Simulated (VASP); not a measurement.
# Zr: single point with PBE+D4

Crystal: Zr.

```
CELL_PARAMETERS angstrom
3.35643 0.00000 0.00000
-1.67821 2.90675 0.00000
0.00000 0.00000 5.34515
ATOMIC_POSITIONS crystal
Zr 0.33333 0.66667 0.25000
Zr 0.66667 0.33333 0.75000
```

```yaml
Program: VASP 6.6.1
Task: single point
Functional: PBE
Dispersion: D4
Potentials_or_basis: VASP PAW PBE potentials, release 64 (Zr_sv)
Cutoff: 520 eV
k_mesh: 8 × 8 × 5
Occupations: fermi-dirac, width 0.05 eV
Spin: no spin polarisation
Dipole_correction: no
Further_INCAR_settings: ALGO = Normal; EDIFF = 1e-06; NBANDS = 19
```

```yaml
Pressure: -9.5 GPa
Band_gap_on_the_k_mesh: zero (band 12 reaches 8.62 eV, above the bottom of band 13 at 7.60 eV)
Dispersion_energy_per_atom: -0.183 eV
```

Levels at points of the mesh, in eV from the Fermi level:
| k point | band 8 | band 9 | band 10 | band 11 | band 12 | band 13 | band 14 | band 15 | band 16 | band 17 |
| --- | --- | --- | --- | --- | --- | --- | --- | --- | --- | --- |
| (0.00, 0.00, 0.00) | -26.75 | -5.45 | -2.76 | 0.78 | 0.81 | 0.81 | 0.93 | 1.40 | 1.40 | 1.89 |
| (0.50, 0.00, 0.00) | -26.82 | -2.38 | -2.21 | -1.85 | -0.43 | 0.52 | 0.64 | 1.25 | 4.24 | 4.58 |

It took 44 s on 1 thread of Intel(R) Xeon(R) Platinum 8259CL CPU @ 2.50GHz (Skylake/Cascade Lake) (shared host), peak memory 0.18 GiB.

Caveat: pairwise dispersion overbinds metals, which lowers pressure and volume.
